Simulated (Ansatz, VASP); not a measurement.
## CSe2: VASP beside Ansatz

```xyz
6
Lattice="3.5698 -2.9948 0.0000 3.5698 2.9948 0.0000 0.0000 0.0000 9.4627" Properties=species:S:1:pos:R:3 pbc="T T T"
Se    3.5698    1.7225    8.3213
Se    3.5698   -1.7225    1.1413
Se    3.5698    1.2723    3.6000
Se    3.5698   -1.2723    5.8727
C     0.0000    0.0000    0.0000
C     3.5698    0.0000    4.7313
```

Alike in both runs: task single point; functional r2SCAN; k mesh 6 × 6 × 3; occupations gaussian, width 0.02 eV; no spin polarisation.

|  | VASP | Ansatz |
| --- | --- | --- |
| version | VASP 6.6.1 | Ansatz 0.2.0 |
| potentials or method | VASP PAW PBE potentials, release 64 (Se, C), cutoff 520 eV | scalar-relativistic, plane waves, PAW |
| valence electrons in the cell | 32 | 72 |

|  | VASP | Ansatz | Ansatz less VASP |
| --- | --- | --- | --- |
| rms of the force components (eV/Å) | 0.229 | 0.282 | +0.0531 |

VASP's potentials were made for PBE, not for r2SCAN. Atom by atom the forces differ by 0.056 eV/Å (rms over components). VASP's potentials hold 32 valence electrons a cell and Ansatz's 72, so a difference there can come from the potentials and not from the codes.
